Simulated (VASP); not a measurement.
# NbB2P3 (P6/mmm) in VASP: further runs, part 2 of 2

VASP 6.6.1. Earlier steps stand in the parts before.

### Step 4. Relaxation of cell and atoms, PBE

This run uses another cell than the first one, of 11.79 Å³/atom.

File INCAR:

```
  ALGO = Normal
  EDIFF = 1E-7
  EDIFFG = -0.01
  ENCUT = 600
  GGA = PE
  IBRION = 2
  ISIF = 3
  ISMEAR = 0
  LASPH = T
  LCHARG = F
  LREAL = F
  LWAVE = F
  NELM = 60
  NSW = 100
  PREC = Accurate
  SIGMA = 0.1
```

File KPOINTS:

```
k-points
0
Gamma
  12 12 12
```

File POSCAR:

```
NbB2P3
1.0
    5.2599246011      0.0000000000      0.0000000000
   -2.6299623005      4.5552283265      0.0000000000
    0.0000000000      0.0000000000      2.9523979581
Nb B P
1 2 3
Direct
    0.0000000000      0.0000000000      0.0000000000
    0.3333333333      0.6666666667      0.0000000000
    0.6666666667      0.3333333333      0.0000000000
    0.5000000000      0.0000000000      0.5000000000
    0.5000000000      0.5000000000      0.5000000000
    0.0000000000      0.5000000000      0.5000000000
```

Potentials or basis: VASP PAW PBE potentials, release 64 (Nb_sv, B, P).

Started as:

```sh
> cat potpaw_PBE.64/Nb_sv/POTCAR potpaw_PBE.64/B/POTCAR potpaw_PBE.64/P/POTCAR > POTCAR
> mpirun -np 1 vasp_std > vasp.out
```

OUTCAR:

```text
EDIFF = 1E-7
   EDIFFG = -0.01
   ENCUT = 600
   GGA = PE
   IBRION = 2
   ISIF = 3
   ISMEAR = 0
   LASPH = T
   LREAL = F
   NELM = 60
   NSW = 100
   PREC = Accurate

 ion  position               nearest neighbor table
   1  0.000  0.000  0.000-
   2  0.333  0.667  0.000-   4 2.12   4 2.12   6 2.12   6 2.12   5 2.12   5 2.12
   3  0.667  0.333  0.000-   4 2.12   4 2.12   6 2.12   6 2.12   5 2.12   5 2.12
   4  0.500  0.000  0.500-   2 2.12   3 2.12   2 2.12   3 2.12   5 2.63   5 2.63   6 2.63   6 2.63

   5  0.500  0.500  0.500-   2 2.12   3 2.12   2 2.12   3 2.12   4 2.63   4 2.63   6 2.63   6 2.63

   6  0.000  0.500  0.500-   2 2.12   3 2.12   2 2.12   3 2.12   4 2.63   4 2.63   5 2.63   5 2.63

  LATTYP: Found a hexagonal cell.
 ALAT       =     5.2599246011
 C/A-ratio  =     0.5613004334

  Lattice vectors:

 A1 = (   5.2599246011,   0.0000000000,   0.0000000000)
 A2 = (  -2.6299623005,   4.5552283265,   0.0000000000)
 A3 = (   0.0000000000,   0.0000000000,   2.9523979581)

Analysis of symmetry for initial positions (statically):
=====================================================================
 Subroutine PRICEL returns:
 Original cell was already a primitive cell.

 Routine SETGRP: Setting up the symmetry group for a
 hexagonal supercell.

 Subroutine GETGRP returns: Found 24 space group operations
 (whereof 24 operations were pure point group operations)
 out of a pool of 24 trial point group operations.

The static configuration has the point symmetry D_6h.

Analysis of symmetry for dynamics (positions and initial velocities):
=====================================================================
 Subroutine PRICEL returns:
 Original cell was already a primitive cell.

 Routine SETGRP: Setting up the symmetry group for a
 hexagonal supercell.

 Subroutine GETGRP returns: Found 24 space group operations
 (whereof 24 operations were pure point group operations)
 out of a pool of 24 trial point group operations.

The dynamic configuration has the point symmetry D_6h.

[... 135 lines left out ...]
   LEPSILON=     F    determine dielectric tensor
   LRPA    =     F    only Hartree local field effects (RPA)
 conjugate gradient relaxation of ions
 non-spin polarized calculation
 Gauss-broadening in eV      SIGMA  =   0.10
  energy-cutoff  :      600.00
  volume of cell :       70.74
 maximum number of plane-waves:      2400
   NGX = 21   NGY = 21   NGZ = 11

--------------------------------------- Ionic step        1  -------------------------------------------

 number of electron      34.0000003 magnetization

 Free energy of the ion-electron system (eV)
  ---------------------------------------------------
  ext. energy  EPLUGINS =         0.00000000
  ---------------------------------------------------
  free energy    TOTEN  =       -35.50893008 eV

  energy without entropy =      -35.49492377  energy(sigma->0) =      -35.50192692

------------------------ aborting loop because EDIFF is reached ----------------------------------------

  FORCE on cell =-STRESS in cart. coord.  units (eV):
  Direction    XX          YY          ZZ          XY          YZ          ZX
  --------------------------------------------------------------------------------------
  -------------------------------------------------------------------------------------
  Total        0.6695333      0.6695333     -1.4162580      0.0000000      0.0000000      0.0000000
  in kB       15.1641554     15.1641554    -32.0766041      0.0000000      0.0000000      0.0000000
  external PRESSURE =      -0.5827644 kB  Pullay stress =       0.0000000 kB
[... 187 lines left out ...]
--------------------------------------- Ionic step        6  -------------------------------------------

 number of electron      34.0000001 magnetization

 Free energy of the ion-electron system (eV)
  ---------------------------------------------------
  ext. energy  EPLUGINS =         0.00000000
  ---------------------------------------------------
  free energy    TOTEN  =       -35.52653248 eV

  energy without entropy =      -35.51094324  energy(sigma->0) =      -35.51873786

 E-fermi :  11.0168     XC(G=0): -12.0667

 val. band max:       11.0158472265   @ k =   0.3333   0.2500   0.2500
 cond. band min:      11.0199429224   @ k =   0.3333   0.0833   0.4167
 fundamental gap:      0.0040956959
 Fermi energy:        11.0167726182

 k-point     1 :       0.0000    0.0000    0.0000
  band No.  band energies     occupation
      1     -44.9119      2.00000
      2     -21.0384      2.00000
      3     -21.0384      2.00000
      4     -20.3830      2.00000
      5      -5.9801      2.00000
      6      -0.9673      2.00000
[... 565 lines left out ...]
     20      13.1077      0.00000
     21      13.2050      0.00000

 [... further k-points ...]

------------------------ aborting loop because EDIFF is reached ----------------------------------------

  FORCE on cell =-STRESS in cart. coord.  units (eV):
  Direction    XX          YY          ZZ          XY          YZ          ZX
  --------------------------------------------------------------------------------------
  -------------------------------------------------------------------------------------
  Total        0.0011225      0.0011225     -0.0201005      0.0000000      0.0000000      0.0000000
  in kB        0.0252486      0.0252486     -0.4521129      0.0000000      0.0000000      0.0000000
  external PRESSURE =      -0.1338719 kB  Pullay stress =       0.0000000 kB
[... 21 lines left out ...]
  FREE ENERGIE OF THE ION-ELECTRON SYSTEM (eV)
  ---------------------------------------------------
  free  energy   TOTEN  =       -35.5265324786 eV

  energy  without entropy=      -35.5109432445  energy(sigma->0) =      -35.51873786

 reached required accuracy - stopping structural energy minimisation
```

CONTCAR:

```text
NbB2P3
   1.00000000000000
     5.3146377401360025    0.0000000000006037    0.0000000000000000
    -2.6573188700169581    4.6026112948243103   -0.0000000000000000
     0.0000000000000000    0.0000000000000000    2.9120140314683338
  Nb              B               P
     1     2     3
Direct
     1.0000000000000000    1.0000000000000000    1.0000000000000000
     0.3333333332999970    0.6666666667000030    0.0000000000000000
     0.6666666667000030    0.3333333332999970    1.0000000000000000
     0.5000000000000000    1.0000000000000000    0.5000000000000000
     0.5000000000000000    0.5000000000000000    0.5000000000000000
     1.0000000000000000    0.5000000000000000    0.5000000000000000

  0.00000000E+00  0.00000000E+00  0.00000000E+00
  0.00000000E+00  0.00000000E+00  0.00000000E+00
  0.00000000E+00  0.00000000E+00  0.00000000E+00
  0.00000000E+00  0.00000000E+00  0.00000000E+00
  0.00000000E+00  0.00000000E+00  0.00000000E+00
  0.00000000E+00  0.00000000E+00  0.00000000E+00
```

It took 16 min on 1 thread of Intel Xeon Platinum 8259CL at 2.50GHz (Skylake/Cascade Lake), shared host; peak memory 0.39 GiB.

What came out:

| Quantity | Value |
| --- | --- |
| Free energy | -35.5265 eV |
| Relaxed volume | 11.87 Å³/atom |
| Relaxed cell | a = 5.315 Å, b = 5.315 Å, c = 2.912 Å, α = 90.00°, β = 90.00°, γ = 120.00° |
| Space group after relaxing (to 0.1 Å) | P6/mmm (No. 191) |
| Energy gained by relaxing | 2.9 meV/atom |
| Ionic steps | 6 |
| Pressure after relaxing | 0.0 GPa |
| Band gap on the k mesh | zero (bands 17 and 18 overlap by 2.92 eV) |

The path:
| step | energy change (eV) | largest force (eV/Å) | pressure (GPa) | volume (Å³) |
| --- | --- | --- | --- | --- |
| 1 | 0.0000 | 0.0000 | -0.06 | 70.74 |
| 2 | -0.0148 | 0.0000 | 0.81 | 70.69 |
| 3 | -0.0157 | 0.0000 | 1.12 | 70.67 |
| 4 | -0.0169 | 0.0000 | -0.55 | 71.56 |
| 5 | -0.0176 | 0.0000 | 0.07 | 71.22 |
| 6 | -0.0176 | 0.0000 | -0.01 | 71.23 |

Final structure:
```cif
data_structure
_symmetry_space_group_name_H-M 'P 1'
_symmetry_Int_Tables_number 1
_cell_length_a 5.3146
_cell_length_b 5.3146
_cell_length_c 2.9120
_cell_angle_alpha 90.000
_cell_angle_beta 90.000
_cell_angle_gamma 120.000
_cell_volume 71.23
loop_
_atom_site_label
_atom_site_type_symbol
_atom_site_fract_x
_atom_site_fract_y
_atom_site_fract_z
_atom_site_occupancy
Nb1 Nb 0.00000 0.00000 0.00000 1
B1 B 0.33333 0.66667 0.00000 1
B2 B 0.66667 0.33333 0.00000 1
P1 P 0.50000 0.00000 0.50000 1
P2 P 0.50000 0.50000 0.50000 1
P3 P 0.00000 0.50000 0.50000 1
```

Levels at points of the mesh, in eV from the Fermi level:
| k point | band 14 | band 15 | band 16 | band 17 | band 18 | band 19 | band 20 | band 21 |
| --- | --- | --- | --- | --- | --- | --- | --- | --- |
| (0.00, 0.00, 0.00) | 0.12 | 0.19 | 0.19 | 0.77 | 0.77 | 1.32 | 1.32 | 1.95 |
| (0.50, 0.00, 0.00) | -2.51 | -1.81 | -0.21 | 0.22 | 0.77 | 1.49 | 1.92 | 3.15 |
| (0.00, 0.00, 0.50) | -5.88 | -1.63 | -1.63 | 0.53 | 1.10 | 1.10 | 1.28 | 1.28 |
| (0.50, 0.00, 0.50) | -2.95 | -1.93 | -1.68 | -1.48 | -1.31 | -0.65 | -0.03 | 1.68 |

### Step 5. Overview

| task | spin | cell | k mesh | cutoff (eV) | gap on the mesh (eV) | pressure (GPa) | relaxed volume (Å³/atom) |
| --- | --- | --- | --- | --- | --- | --- | --- |
| relaxation of cell and atoms | off | relaxed from a = 5.667, b = 5.667, c = 3.088 Å, angles 90.0, 90.0, 120.0°, 6 atoms | 6 × 6 × 6 | 600 | none | 0.1 | 11.74 |
| single point | collinear | a = 5.260, b = 5.260, c = 2.952 Å, angles 90.0, 90.0, 120.0°, 6 atoms | 6 × 6 × 6 | 520 | none | -0.4 | - |
| relaxation of cell and atoms | off | relaxed from a = 5.260, b = 5.260, c = 2.952 Å, angles 90.0, 90.0, 120.0°, 6 atoms | 12 × 12 × 12 | 600 | none | 0.0 | 11.87 |

Alike in all rows: level PBE; potentials or basis VASP PAW PBE potentials, release 64 (Nb_sv, B, P); smearing gaussian 0.1 eV.

Caveats: the volume moved by over 15 % at a fixed basis, so the end points are rough (at least some runs).

Total energies depend on the potentials used, so only differences within one code and one set of settings carry meaning.

The gap in the log of VASP goes by the Fermi energy; the results here count the filled bands.